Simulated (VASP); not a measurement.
Write the native input for VASP 6.6.1 that does the following.

* Task: single point
* Functional: PBE
* Potentials or basis: VASP PAW PBE potentials, release 64 (In_d, H)
* Cutoff: 520 eV
* k mesh: 6 × 6 × 4
* Occupations: gaussian, width 0.1 eV
* Spin: no spin polarisation
* Dipole correction: no
* Further INCAR settings: ALGO = Normal; EDIFF = 1e-06; NBANDS = 14

The structure of InH2 lies in POSCAR:

```
InH2
1.0
    3.4432146400      0.0000000000      0.0000000000
    0.0000000000      3.4432146400      0.0000000000
    0.0000000000      0.0000000000      3.8265755400
In H
1 2
Direct
    0.5000000000      0.5000000000      0.0000000000
    0.0000000000      0.5000000000      0.8709623000
    0.5000000000      0.0000000000      0.1290377000
```

The cell was built from a structure type or drawn by symmetry, and may not be a known phase.

The input as run:

INCAR

```
ALGO     = Normal         # electronic algorithm
EDIFF    = 1E-6           # SCF threshold, eV
ENCUT    = 520            # plane-wave cutoff, eV
GGA      = PE             # functional
ISIF     = 2              # what is computed and relaxed
ISMEAR   = 0              # smearing method
LASPH    = True           # aspherical terms in the spheres
LCHARG   = False          # write CHGCAR
LREAL    = False          # projectors in reciprocal space
LWAVE    = False          # write WAVECAR
NBANDS   = 14             # bands
NELM     = 60             # most SCF steps
PREC     = Accurate       # precision mode
SIGMA    = 0.1            # smearing width, eV
```

KPOINTS

```
k-points
0
Gamma
  6 6 4
```

Potentials or basis: VASP PAW PBE potentials, release 64 (In_d, H).

Launch:

```console
$ cat potpaw_PBE.64/In_d/POTCAR potpaw_PBE.64/H/POTCAR > POTCAR
$ mpirun -np 1 vasp_std > vasp.out
```

It gave:

The pressure is 10.0 GPa and the largest force is 0.689 eV/Å. The band gap on the k mesh is zero (an odd number of electrons rules out a gap without spin polarisation).

Caveat: the k points lie up to 0.41 Å⁻¹ apart, too coarse for converged energies and pressures of a metal; spin-orbit coupling is left out, which moves the levels of the heavy elements.

It took 15 s on 1 thread of Intel Xeon 8259CL, with other jobs on the host, peak memory 0.16 GiB.
